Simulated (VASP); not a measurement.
# SrLi8Nb7O23 (a cell with a defect) (Sr_Nb-V_O) in VASP: single point with PBE

Aim: the single point of SrLi8Nb7O23 (a cell with a defect) (Sr_Nb-V_O) with PBE.

Everything below comes from runs of VASP 6.6.1. Logs are shortened: lines on timing, memory, paths and dates and some standing lists are left out, and cuts for length are marked.

### 1 The cell of the first run

The cell holds a defect, 39 atoms: a = 5.550 Å, b = 11.101 Å, c = 11.101 Å, α = 55.75°, β = 55.75°, γ = 55.75°.

### 2 Single point, PBE, collinear spin

INCAR reads:

```
SYSTEM = SrLi8Nb7O23
ALGO = Normal ; EDIFF = 1E-7
ENCUT = 520 ; GGA = PE
ISIF = 2 ; ISMEAR = 0
ISPIN = 2 ; LASPH = .True.
LCHARG = .False. ; LMAXMIX = 4
LORBIT = 11 ; LREAL = Auto
LWAVE = .False. ; MAGMOM = 0 0 0 0 0 0 0 0 -0.01 0 0 0 0 0 0 0.02 0 0 0 0.01 0 0 0 0.07 0.01 0.56 0 0 0 0 0 0 0.01 0.01 0 0 0.27 0.02 0.01
NBANDS = 160 ; NELM = 150
NUPDOWN = 1.0 ; PREC = Accurate
SIGMA = 0.01
```

KPOINTS reads:

```
Automatic mesh
0
Gamma
  1 1 1
  0.25 0.25 0.25
```

POSCAR reads:

```
SrLi8Nb7O23
1.0
    2.5949501352      1.4981951591      4.6722232478
   -5.1899002704      2.9963903182      9.3444464955
    0.0000000000     -5.9927806363      9.3444464955
Li Nb O Sr
8 7 23 1
Direct
    0.7128731884      0.3547215312      0.3669819340
    0.1821258183      0.1241523190      0.1324723000
    0.6903968609      0.3602156043      0.8751206057
    0.2300246772      0.1084119905      0.6121352428
    0.7156269746      0.8477817217      0.3749698452
    0.2140216938      0.6080592884      0.1139492567
    0.7880223879      0.8189469320      0.8507299342
    0.2022772209      0.6171720898      0.6028395679
    0.9689972390      0.4990825201      0.4980351645
    0.5018402273      0.2458630718      0.2529311486
    0.9927648652      0.4960653495      1.0124571429
    0.9950746826      1.0100172862      0.5018935282
    0.4914649328      0.7477170490      0.2545124123
    0.9776889051      0.9914884180      1.0159961712
    0.5034784979      0.7448339085      0.7617374968
    0.2782159054      0.3169636048      0.4492085900
    0.6350872444      0.4428322921      0.1438969492
    0.8744873840      0.1402182620      0.3246370703
    0.4247546866      0.0590473266      0.3760597061
    0.8043528743      0.1940438432      0.0690554478
    0.1340687073      0.3885638115      0.2052441656
    0.2882444227      0.3172400659      0.9680278707
    0.6106559214      0.4608984097      0.6116348919
    1.0479912813      0.1393276148      0.8137512193
    0.8506637947      0.1826891607      0.5468408142
    0.0276775571      0.4331485307      0.6910360310
    0.2947313093      0.8294718545      0.4241867701
    0.6058959862      0.9760207378      0.0836163557
    0.8792068560      0.6593971946      0.3067230484
    0.3808484160      0.5757168327      0.3790682164
    0.7802818611      0.6948264578      0.0693352437
    0.1271048341      0.8948949305      0.1872312476
    0.2856543854      0.8187855144      0.9481361235
    0.6548963523      0.9379701589      0.6483993813
    0.9003933955      0.6329372628      0.8237273590
    0.3864240251      0.5709891197      0.8982710745
    0.7809977744      0.6919615505      0.5741747944
    0.1572109151      0.8835670603      0.6968342434
    0.4602247583      0.2305845076      0.7712780246
```

Potentials or basis: VASP PAW PBE potentials, release 64 (Li_sv, Nb_sv, O, Sr_sv).

Launch:

```console
$ cat potpaw_PBE.64/Li_sv/POTCAR potpaw_PBE.64/Nb_sv/POTCAR potpaw_PBE.64/O/POTCAR potpaw_PBE.64/Sr_sv/POTCAR > POTCAR
$ mpirun -np 1 vasp_std > vasp.out
```

OUTCAR:

```text
SYSTEM = SrLi8Nb7O23
   EDIFF = 1E-7
   ENCUT = 520
   GGA = PE
   ISIF = 2
   ISMEAR = 0
   ISPIN = 2
   LASPH = .True.
   LORBIT = 11
   LREAL = Auto
   NELM = 150
   NUPDOWN = 1.0
   PREC = Accurate

 ion  position               nearest neighbor table
   1  0.713  0.355  0.367-  25 2.00  21 2.08  30 2.11  16 2.25  18 2.25  39 3.48
   2  0.182  0.124  0.132-  18 1.87  28 1.94  22 2.02  20 2.17  39 3.10
   3  0.690  0.360  0.875-  26 1.97  36 2.03  20 2.05  22 2.08  39 3.26  39 3.33
   4  0.230  0.108  0.612-  24 2.02  16 2.04  34 2.12  25 2.17  39 3.30  39 3.71
   5  0.716  0.848  0.375-  19 1.96  37 1.98  32 2.14  29 2.15  27 2.18
   6  0.214  0.608  0.114-  29 2.02  17 2.07  33 2.10  36 2.21  21 2.26  31 2.27
   7  0.788  0.819  0.851-  35 1.94  38 1.99  31 1.99  34 2.18  11 2.80  39 3.59
   8  0.202  0.617  0.603-  23 1.95  35 2.09  37 2.15  27 2.17  26 2.23  39 3.32
   9  0.969  0.499  0.498-  23 1.80  16 1.90  29 1.97  26 2.00  37 2.22  30 2.28  39 3.94  39 3.96

  10  0.502  0.246  0.253-  19 1.87  21 1.89  20 1.92  18 2.09  17 2.15  16 2.17
  11  0.993  0.496  0.012-  22 1.84  17 1.87  35 1.93  31 2.11  21 2.14  36 2.19   7 2.80  39 3.88

  12  0.995  0.010  0.502-  25 1.86  18 1.90  34 1.90  27 2.03  19 2.19  38 2.19  39 3.72
  13  0.491  0.748  0.255-  30 1.82  31 1.93  32 1.98  27 2.01  29 2.08  28 2.34
  14  0.978  0.991  0.016-  28 1.83  24 1.86  33 1.91  32 1.98  20 2.18  39 3.65  39 3.84
  15  0.503  0.745  0.762-  36 1.86  38 1.89  37 1.95  33 2.10  35 2.13  34 2.17
  16  0.278  0.317  0.449-   9 1.90   4 2.04  10 2.17   1 2.25
  17  0.635  0.443  0.144-  11 1.87   6 2.07  10 2.15
  18  0.874  0.140  0.325-   2 1.87  12 1.90  10 2.09   1 2.25
  19  0.425  0.059  0.376-  10 1.87   5 1.96  12 2.19
  20  0.804  0.194  0.069-  10 1.92   3 2.05   2 2.17  14 2.18  39 3.31
  21  0.134  0.389  0.205-  10 1.89   1 2.08  11 2.14   6 2.26
  22  0.288  0.317  0.968-  11 1.84   2 2.02   3 2.08  39 2.36
  23  0.611  0.461  0.612-   9 1.80   8 1.95  39 2.45
  24  0.048  0.139  0.814-  14 1.86   4 2.02  39 2.71  39 3.06
  25  0.851  0.183  0.547-  12 1.86   1 2.00   4 2.17  39 2.30
  26  0.028  0.433  0.691-   3 1.97   9 2.00   8 2.23  39 2.39
  27  0.295  0.829  0.424-  13 2.01  12 2.03   8 2.17   5 2.18
  28  0.606  0.976  0.084-  14 1.83   2 1.94  13 2.34  39 3.20
  29  0.879  0.659  0.307-   9 1.97   6 2.02  13 2.08   5 2.15
  30  0.381  0.576  0.379-  13 1.82   1 2.11   9 2.28
  31  0.780  0.695  0.069-  13 1.93   7 1.99  11 2.11   6 2.27
  32  0.127  0.895  0.187-  13 1.98  14 1.98   5 2.14
  33  0.286  0.819  0.948-  14 1.91   6 2.10  15 2.10
  34  0.655  0.938  0.648-  12 1.90   4 2.12  15 2.17   7 2.18
  35  0.900  0.633  0.824-  11 1.93   7 1.94   8 2.09  15 2.13
  36  0.386  0.571  0.898-  15 1.86   3 2.03  11 2.19   6 2.21
  37  0.781  0.692  0.574-  15 1.95   5 1.98   8 2.15   9 2.22
  38  0.157  0.884  0.697-  15 1.89   7 1.99  12 2.19
  39  0.460  0.231  0.771-  25 2.30  22 2.36  26 2.39  23 2.45  24 2.71  24 3.06   2 3.10  28 3.20
                             3 3.26   4 3.30  20 3.31   8 3.32   3 3.33   1 3.48   7 3.59  14 3.65

  LATTYP: Found a base centered monoclinic cell.
 ALAT       =    15.1977748150
 B/A-ratio  =     0.6829815988
 C/A-ratio  =     0.3652177897
 COS(beta)  =    -0.0918250334
[... 250 lines left out ...]
 fundamental gap:      0.7883714260
 Fermi energy:         3.3261447747

 spin component 1

 k-point     1 :       0.2500    0.2500    0.2500
  band No.  band energies     occupation
      1     -51.3090      1.00000
      2     -51.2339      1.00000
      3     -51.1532      1.00000
      4     -51.1107      1.00000
      5     -51.0268      1.00000
      6     -50.9902      1.00000
[... 135 lines left out ...]
    142       7.5534      0.00000
    143       7.7397      0.00000
 Fermi energy:         3.3261447747

 spin component 2

 k-point     1 :       0.2500    0.2500    0.2500
  band No.  band energies     occupation
      1     -51.3153      1.00000
      2     -51.2341      1.00000
      3     -51.1538      1.00000
      4     -51.1104      1.00000
      5     -51.0273      1.00000
      6     -50.9911      1.00000
[... 135 lines left out ...]
    142       7.5642      0.00000
    143       7.7595      0.00000
 [bands above 143 left out]

------------------------ aborting loop because EDIFF is reached ----------------------------------------

  FORCE on cell =-STRESS in cart. coord.  units (eV):
  Direction    XX          YY          ZZ          XY          YZ          ZX
  --------------------------------------------------------------------------------------
  -------------------------------------------------------------------------------------
  Total        6.4226005      8.2851897      7.0639819      1.4528976      1.1794763     -0.7033988
  in kB       23.6041983     30.4495449     25.9613889      5.3396569      4.3347852     -2.5851157
  external PRESSURE =      26.6717107 kB  Pullay stress =       0.0000000 kB

 VOLUME and BASIS-vectors are now :
 -----------------------------------------------------------------------------
  energy-cutoff  :      520.00
  volume of cell :      435.95
      direct lattice vectors                 reciprocal lattice vectors
     2.594950135  1.498195159  4.672223248     0.192681930  0.111244964  0.071343623
    -5.189900270  2.996390318  9.344446495    -0.096340965  0.055622482  0.035671811
     0.000000000 -5.992780636  9.344446495    -0.000000000 -0.111244964  0.035671811

 POSITION                                       TOTAL-FORCE (eV/Angst)
 -----------------------------------------------------------------------------------
      0.00890     -0.06833     10.07462        -0.001304      0.000874     -0.000537
     -0.17173     -0.14901      3.24895         0.000307      0.018440     -0.002134
     -0.07794     -3.13071     14.76922        -0.002481     -0.000310     -0.006853
      0.03426     -2.99893      7.80784        -0.002322     -0.002188     -0.007815
     -2.54289      1.36532     14.76951         0.001428      0.007968     -0.006791
     -2.60039      1.45976      7.74673         0.003703      0.004356     -0.004849
[... 31 lines left out ...]
     -4.17767     -1.29293     15.50250         0.010291      0.014636      0.002063
     -0.00245     -3.24167     11.51212         0.040356     -0.060254     -0.024319
 -----------------------------------------------------------------------------------
    total drift:                               -0.000586      0.010719      0.002992

  FREE ENERGIE OF THE ION-ELECTRON SYSTEM (eV)
  ---------------------------------------------------
  free  energy   TOTEN  =      -300.3384978809 eV

  energy  without entropy=     -300.3384978809  energy(sigma->0) =     -300.33849788

 total charge

# of ion       s       p       d       tot
------------------------------------------
    1        2.013   0.047   0.000   2.060
    2        2.023   0.060   0.000   2.083
    3        2.017   0.052   0.000   2.070
    4        2.014   0.046   0.000   2.061
    5        2.018   0.052   0.000   2.070
    6        2.014   0.047   0.000   2.062
[... 31 lines left out ...]
   38        1.569   3.493   0.000   5.062
   39        2.009   5.804   0.260   8.073
--------------------------------------------------
tot         69.802 129.325  15.203 214.330

 magnetization (x)

# of ion       s       p       d       tot
------------------------------------------
    1       -0.000  -0.000   0.000  -0.000
    2       -0.000  -0.000   0.000  -0.000
    3       -0.000  -0.001   0.000  -0.001
    4       -0.000  -0.000   0.000  -0.000
    5        0.001   0.001   0.000   0.002
    6        0.000   0.000   0.000   0.000
[... 31 lines left out ...]
   38        0.000   0.020   0.000   0.020
   39        0.001   0.003   0.003   0.007
--------------------------------------------------
tot          0.016   0.852  -0.031   0.837
```

stdout:

```text
POSCAR found type information on POSCAR LiNbO Sr
 POSCAR found :  4 types and      39 ions
 scaLAPACK will be used
 LDA part: xc-table for (Slater+PW92), standard interpolation
 POSCAR, INCAR and KPOINTS ok, starting setup
 FFT: planning ... GRIDC
 FFT: planning ... GRID_SOFT
 FFT: planning ... GRID
 WAVECAR not read
 entering main loop
```

Run time: 5.2 min. Hardware: 1 thread of Intel Xeon 6975P-C (Granite Rapids), shared host; peak memory 0.91 GiB.

Results:

- Free energy: -300.3385 eV
- Largest force: 0.076 eV/Å
- Net moment: 1.00 μB per cell
- Site moments: Li -0.00, +0.00; Nb -0.02, -0.00, +0.00, -0.01; O +0.02, +0.00, +0.01, +0.06, +0.49, -0.00, +0.23; Sr +0.01 μB
- Valence electrons inside the program's atomic spheres: Li 2.06, 2.08, 2.07; Nb 10.52, 10.43, 10.48, 10.47, 10.45, 10.61; O 5.06, 5.07, 5.10, 5.05, 5.08, 5.02, 4.95, 5.01; Sr 8.07

Forces on the atoms (eV/Å):
```
Li  -0.001  0.001 -0.001
Li   0.000  0.018 -0.002
Li  -0.002  0.000 -0.007
Li  -0.002 -0.002 -0.008
Li   0.001  0.008 -0.007
Li   0.004  0.004 -0.005
Li  -0.015 -0.002  0.002
Li  -0.005 -0.008 -0.009
Nb   0.019  0.061  0.016
Nb  -0.006 -0.019  0.041
Nb  -0.009  0.001  0.024
Nb   0.011 -0.002 -0.006
Nb  -0.027  0.023  0.030
Nb   0.018 -0.013  0.042
Nb  -0.009  0.007  0.042
O   -0.007  0.013 -0.011
O    0.007  0.007 -0.003
O   -0.016 -0.023 -0.006
O   -0.012 -0.002  0.001
O    0.008  0.001 -0.019
O    0.009  0.016 -0.007
O   -0.017 -0.023  0.033
O   -0.019  0.002  0.015
O   -0.007  0.010 -0.005
O    0.042  0.046 -0.021
O   -0.052  0.028 -0.004
O   -0.005  0.004 -0.009
O    0.012 -0.025 -0.016
O    0.005 -0.024  0.000
O   -0.002 -0.021 -0.014
O    0.004 -0.015  0.002
O    0.008  0.008 -0.014
O   -0.005  0.013 -0.011
O    0.013  0.000 -0.009
O   -0.006 -0.012 -0.013
O   -0.006 -0.019 -0.016
O    0.020 -0.015 -0.004
O    0.010  0.015  0.002
Sr   0.040 -0.060 -0.024
```

Caveat: the k points lie up to 1.47 Å⁻¹ apart; the cutoff is under 1.25 times the usual one of these potentials, so pressure, stress and relaxed cells hold a basis-set (Pulay) error; the total moment is fixed, so each spin has its own Fermi level.
